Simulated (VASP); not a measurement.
# Al12O in VASP: single point with PBE

Aim: the single point of Al12O with PBE.

Everything below comes from runs of VASP 6.6.1. Logs are shortened: lines on timing, memory, paths and dates and some standing lists are left out, and cuts for length are marked.

### Step 1. The cell of the first run

The cell holds a slab with vacuum, 13 atoms: a = 5.728 Å, b = 5.728 Å, c = 15.677 Å, α = 90.00°, β = 90.00°, γ = 60.00°.

### Step 2. Single point, PBE

INCAR reads:

```
SYSTEM = Al12O
PREC = Accurate ; ENCUT = 520
EDIFF = 1E-6 ; ISMEAR = -1
SIGMA = 0.15 ; LREAL = .False.
LASPH = .True. ; NELM = 80
ALGO = Normal ; ISIF = 2
LWAVE = .False. ; LCHARG = .False.
GGA = PE ; NBANDS = 33
```

KPOINTS reads:

```
regular mesh
0
Gamma
  4 4 1
  0 0 0
```

POSCAR reads:

```
Al12O
1.0
    5.7275650000      0.0000000000      0.0000000000
    2.8637820000      4.9602170000      0.0000000000
    0.0000000000      0.0000000000     15.6765370000
Al O
12 1
Direct
    0.1666666208      0.1666667003      0.0637895984
    0.6666667081      0.1666667003      0.0637895984
    0.1666666712      0.6666665995      0.0637895984
    0.6666667585      0.6666665995      0.0637895984
   -0.1667309091      0.3334622255      0.2118380482
    0.3335865372      0.3328257615      0.2123085602
   -0.1671497574      0.8336074813      0.2123364363
    0.3335427906      0.8336084893      0.2123342037
   -0.0045038971      0.0089955742      0.3635614167
    0.4997998660      0.0003864750      0.3535931437
   -0.0046487956      0.4958559273      0.3635369215
    0.5087855627      0.4958529032      0.3635286288
    1.1666278137     -0.3332511461      0.4130036500
```

Potentials or basis: VASP PAW PBE potentials, release 64 (Al, O).

Run with:

```sh
cat potpaw_PBE.64/Al/POTCAR potpaw_PBE.64/O/POTCAR > POTCAR
mpirun -np 1 vasp_std > vasp.out
```

OUTCAR:

```text
SYSTEM = Al12O
   PREC = Accurate
   ENCUT = 520
   EDIFF = 1E-6
   ISMEAR = -1
   LREAL = .False.
   LASPH = .True.
   NELM = 80
   ISIF = 2
   GGA = PE

 ion  position               nearest neighbor table
   1  0.167  0.167  0.064-   5 2.85   6 2.85   8 2.86   2 2.86   4 2.86   3 2.86   3 2.86   2 2.86
                             4 2.86
   2  0.667  0.167  0.064-   5 2.85   6 2.85   7 2.86   1 2.86   4 2.86   3 2.86   3 2.86   4 2.86
                             1 2.86
   3  0.167  0.667  0.064-   6 2.86   8 2.86   7 2.86   4 2.86   1 2.86   2 2.86   2 2.86   1 2.86
                             4 2.86
   4  0.667  0.667  0.064-   5 2.85   8 2.86   7 2.86   3 2.86   1 2.86   2 2.86   2 2.86   3 2.86
                             1 2.86
   5  0.833  0.333  0.212-   4 2.85   1 2.85   2 2.85   7 2.86   8 2.86   6 2.86   6 2.86   8 2.86
                             7 2.86  12 2.87  11 2.87   9 2.87
   6  0.334  0.333  0.212-  10 2.76   1 2.85   2 2.85   3 2.86   8 2.86   7 2.86   5 2.86   5 2.86
                             7 2.87   8 2.87  12 2.90  11 2.90
   7  0.833  0.834  0.212-  10 2.76   2 2.86   4 2.86   3 2.86   6 2.86   8 2.86   5 2.86   5 2.86
                             8 2.87   6 2.87  11 2.90   9 2.90
   8  0.334  0.834  0.212-  10 2.76   1 2.86   4 2.86   3 2.86   6 2.86   7 2.86   5 2.86   5 2.86
                             7 2.87   6 2.87  12 2.90   9 2.90
   9  0.995  0.009  0.364-  13 1.87  12 2.79  11 2.79  10 2.87  10 2.87   5 2.87   7 2.90   8 2.90
                            11 2.94  12 2.94
  10  0.500  0.000  0.354-   6 2.76   8 2.76   7 2.76  12 2.87  11 2.87   9 2.87   9 2.87  12 2.87
                            11 2.87
  11  0.995  0.496  0.364-  13 1.87  12 2.79   9 2.79  10 2.87  10 2.87   5 2.87   7 2.90   6 2.90
                             9 2.94  12 2.94
  12  0.509  0.496  0.364-  13 1.87  11 2.79   9 2.79  10 2.87  10 2.87   5 2.87   8 2.90   6 2.90
                             9 2.94  11 2.94
  13  0.167  0.667  0.413-  11 1.87  12 1.87   9 1.87

  LATTYP: Found a hexagonal cell.
 ALAT       =     5.7275649303
 C/A-ratio  =     2.7370334847

  Lattice vectors:

 A1 = (  -2.8637820000,  -4.9602170000,   0.0000000000)
 A2 = (   5.7275650000,   0.0000000000,   0.0000000000)
 A3 = (   0.0000000000,   0.0000000000,  15.6765370000)

Analysis of symmetry for initial positions (statically):
=====================================================================
 Subroutine PRICEL returns:
 Original cell was already a primitive cell.

 Routine SETGRP: Setting up the symmetry group for a
 hexagonal supercell.

 Subroutine GETGRP returns: Found  1 space group operations
 (whereof  1 operations were pure point group operations)
 out of a pool of 24 trial point group operations.

The static configuration has the point symmetry C_1 .

Analysis of symmetry for dynamics (positions and initial velocities):
=====================================================================
 Subroutine PRICEL returns:
 Original cell was already a primitive cell.

 Routine SETGRP: Setting up the symmetry group for a
 hexagonal supercell.

 Subroutine GETGRP returns: Found  1 space group operations
 (whereof  1 operations were pure point group operations)
 out of a pool of 24 trial point group operations.

The dynamic configuration has the point symmetry C_1 .

 Subroutine INISYM returns: Found  1 space group operations
 (whereof  1 operations are pure point group operations),
 and found     1 'primitive' translations

----------------------------------------------------------------------------------------

                                     Primitive cell

  volume of cell :     445.3699

  direct lattice vectors                    reciprocal lattice vectors
     5.727565000  0.000000000  0.000000000     0.174594265 -0.100802024  0.000000000
     2.863782000  4.960217000  0.000000000     0.000000000  0.201604083  0.000000000
     0.000000000  0.000000000 15.676537000     0.000000000  0.000000000  0.063789598

  length of vectors
     5.727565000  5.727564930 15.676537000     0.201604081  0.201604083  0.063789598

  position of ions in fractional coordinates (direct lattice)
     0.166666621  0.166666700  0.063789598
[... 39 lines left out ...]
  Cartesian coordinates                     Fractional coordinates (reciprocal lattice)
     0.043648566 -0.025200506  0.000000000     0.250000000  0.000000000  0.000000000
     0.000000000  0.050401021  0.000000000     0.000000000  0.250000000  0.000000000
     0.000000000  0.000000000  0.063789598     0.000000000  0.000000000  1.000000000

  Length of vectors
     0.050401020  0.050401021  0.063789598

  Shift w.r.t. Gamma in fractional coordinates (k-lattice)
     0.000000000  0.000000000  0.000000000

 Subroutine IBZKPT returns following result:
 ===========================================

 Found     10 irreducible k-points:

 Following reciprocal coordinates:
            Coordinates               Weight
  0.000000  0.000000  0.000000      1.000000
  0.250000  0.000000  0.000000      2.000000
  0.250000  0.250000  0.000000      2.000000
  0.000000  0.250000  0.000000      2.000000
  0.500000  0.000000  0.000000      1.000000
  0.500000  0.500000  0.000000      1.000000
  0.000000  0.500000  0.000000      1.000000
  0.500000  0.250000  0.000000      2.000000
  0.250000  0.500000  0.000000      2.000000
 -0.250000  0.250000  0.000000      2.000000
   k-points           NKPTS =     10   k-points in BZ     NKDIM =     10   number of bands    NBANDS=     33
   number of dos      NEDOS =    301   number of ions     NIONS =     13
   total plane-waves  NPLWV = 276480
   dimension x,y,z NGX =    48 NGY =   48 NGZ =  120
   dimension x,y,z NGXF=    96 NGYF=   96 NGZF=  240
   ions per type =              12   1
   NGX,Y,Z   is equivalent  to a cutoff of  13.93, 13.93, 12.73 a.u.
   NGXF,Y,Z  is equivalent  to a cutoff of  27.86, 27.86, 25.45 a.u.
 SYSTEM =  Al12O
   PREC   = accura    normal or accurate (medium, high low for compatibility)
   ISTART =      0    job   : 0-new  1-cont  2-samecut
   ICHARG =      2    charge: 1-file 2-atom 10-const
   ISPIN  =      1    spin polarized calculation?
   LNONCOLLINEAR =      F non collinear calculations
   LSORBIT =      F    spin-orbit coupling
   LASPH  =      T    aspherical Exc in radial PAW
   ENCUT  =  520.0 eV  38.22 Ry    6.18 a.u.  10.65 10.65 29.15*2*pi/ulx,y,z
   NELM   =     80;   NELMIN=  2; NELMDL= -5     # of ELM steps
   EDIFF  = 0.1E-05   stopping-criterion for ELM
   LREAL  =      F    real-space projection
   EDIFFG = 0.1E-04   stopping-criterion for IOM
   NSW    =      0    number of steps for IOM
   IBRION =     -1    ionic relax: 0-MD 1-quasi-New 2-CG
   NFREE  =      0    steps in history (QN), initial steepest desc. (CG)
   ISIF   =      2    stress and relaxation
   ISYM   =      2    0-nonsym 1-usesym 2-fastsym
   POTIM  = 0.5000    time-step for ionic-motion
   TEBEG  =    0.0;   TEEND  =   0.0 temperature during run
   PSTRESS=    0.0 pullay stress
   NELECT =      42.0000    total number of electrons
   NUPDOWN=      -1.0000    fix difference up-down
   EMIN   =  10.00;   EMAX   =-10.00  energy-range for DOS
   EFERMI =   0.00;   METHOD = LEGACY
   ISMEAR =    -1;   SIGMA  =   0.15  broadening in eV -4-tet -1-fermi 0-gaus
   EFERMI_NEDOS =   21; number of points for ismear=-14 and -15
   IALGO  =     38    algorithm
   IMIX   =      4    mixing-type and parameters
     AMIX     =   0.40;   BMIX     =  1.00
     AMIX_MAG =   1.60;   BMIX_MAG =  1.00
  volume/ion in A,a.u.               =      34.26       231.19
  Fermi-wavevector in a.u.,A,eV,Ry     =   0.745162  1.408153  7.554868  0.555267
  Thomas-Fermi vector in A             =   1.840685
   LORBIT       =      0    0 simple, 1 ext, 2 COOP (PROOUT), +10 PAW based schemes
   GGA     = PE    functional components
   LHFCALC =     F    Hartree Fock is set to
   AEXX    =    0.0000 exact exchange contribution
   IVDW    =     0    specifies the selected vdW correction
   LEPSILON=     F    determine dielectric tensor
   LRPA    =     F    only Hartree local field effects (RPA)
 non-spin polarized calculation
  energy-cutoff  :      520.00
  volume of cell :      445.37
 maximum number of plane-waves:     12009
 NGX is ok and might be reduce to    48
   NGX = 21   NGY = 21   NGZ = 59

 number of electron      41.9999999 magnetization

 Free energy of the ion-electron system (eV)
  ---------------------------------------------------
  ext. energy  EPLUGINS =         0.00000000
  ---------------------------------------------------
  free energy    TOTEN  =       -51.62122567 eV

  energy without entropy =      -51.25578213  energy(sigma->0) =      -51.43850390

 E-fermi :   1.4415     XC(G=0):  -5.7449

 val. band max:        1.2973891584   @ k =   0.5000   0.0000   0.0000
 cond. band min:       1.4479735565   @ k =   0.5000   0.2500   0.0000
 fundamental gap:      0.1505843981
 Fermi energy:         1.4415312605

 k-point     1 :       0.0000    0.0000    0.0000
  band No.  band energies     occupation
      1     -18.5493      2.00000
      2      -8.8979      2.00000
      3      -7.0898      2.00000
      4      -5.3322      2.00000
      5      -5.3303      2.00000
      6      -4.4071      2.00000
[... 349 lines left out ...]
     32       5.1251      0.00000
     33       5.3019      0.00000

------------------------ aborting loop because EDIFF is reached ----------------------------------------

  FORCE on cell =-STRESS in cart. coord.  units (eV):
  Direction    XX          YY          ZZ          XY          YZ          ZX
  --------------------------------------------------------------------------------------
  -------------------------------------------------------------------------------------
  Total       -4.4570055     -4.4532682     -0.0277748      0.0000578     -0.0055449      0.0000256
  in kB      -16.0336691    -16.0202245     -0.0999174      0.0002079     -0.0199473      0.0000920
  external PRESSURE =     -10.7179370 kB  Pullay stress =       0.0000000 kB

 VOLUME and BASIS-vectors are now :
 -----------------------------------------------------------------------------
  energy-cutoff  :      520.00
  volume of cell :      445.37
      direct lattice vectors                 reciprocal lattice vectors
     5.727565000  0.000000000  0.000000000     0.174594265 -0.100802024  0.000000000
     2.863782000  4.960217000  0.000000000     0.000000000  0.201604083  0.000000000
     0.000000000  0.000000000 15.676537000     0.000000000  0.000000000  0.063789598

 POSITION                                       TOTAL-FORCE (eV/Angst)
 -----------------------------------------------------------------------------------
      1.43189      0.82670      1.00000         0.004906     -0.002932      0.016325
      4.29567      0.82670      1.00000        -0.004910     -0.002949      0.016367
      2.86378      3.30681      1.00000        -0.000015      0.000128     -0.039896
      5.72757      3.30681      1.00000         0.000013      0.006470      0.016311
      5.72757      1.65404      3.32089         0.000045     -0.001755      0.004644
      2.86378      1.65089      3.32826        -0.000043      0.005248     -0.005282
      7.15747      4.13487      3.32870         0.002958     -0.000678     -0.006071
      4.29766      4.13488      3.32867        -0.003001     -0.000650     -0.005967
      5.72753      0.04462      5.69938         0.000067      0.010301     -0.000236
      2.86374      0.00192      5.54312         0.000075     -0.003778     -0.004614
      7.12096      2.45955      5.69900        -0.006631     -0.006282      0.000656
      4.33412      2.45954      5.69887         0.006644     -0.006206      0.001011
      2.86380      3.30722      6.47447        -0.000108      0.003081      0.006751
 -----------------------------------------------------------------------------------
    total drift:                               -0.000000      0.000012     -0.000215

  FREE ENERGIE OF THE ION-ELECTRON SYSTEM (eV)
  ---------------------------------------------------
  free  energy   TOTEN  =       -51.6212256744 eV

  energy  without entropy=      -51.2557821292  energy(sigma->0) =      -51.43850390
```

Wall time 2.7 min (1 thread of Intel Xeon 6975P-C (Granite Rapids), shared host); peak memory 0.63 GiB.

Results:

```
Free energy            : -51.6212 eV
Largest force          : 0.040 eV/Å
Band gap on the k mesh : zero (bands 21 and 22 overlap by 0.33 eV)
```

Forces in eV/Å, atoms in the order of the input:
```
Al   0.005 -0.003  0.016
Al  -0.005 -0.003  0.016
Al   0.000  0.000 -0.040
Al   0.000  0.006  0.016
Al   0.000 -0.002  0.005
Al   0.000  0.005 -0.005
Al   0.003 -0.001 -0.006
Al  -0.003 -0.001 -0.006
Al   0.000  0.010  0.000
Al   0.000 -0.004 -0.005
Al  -0.007 -0.006  0.001
Al   0.007 -0.006  0.001
O    0.000  0.003  0.007
```
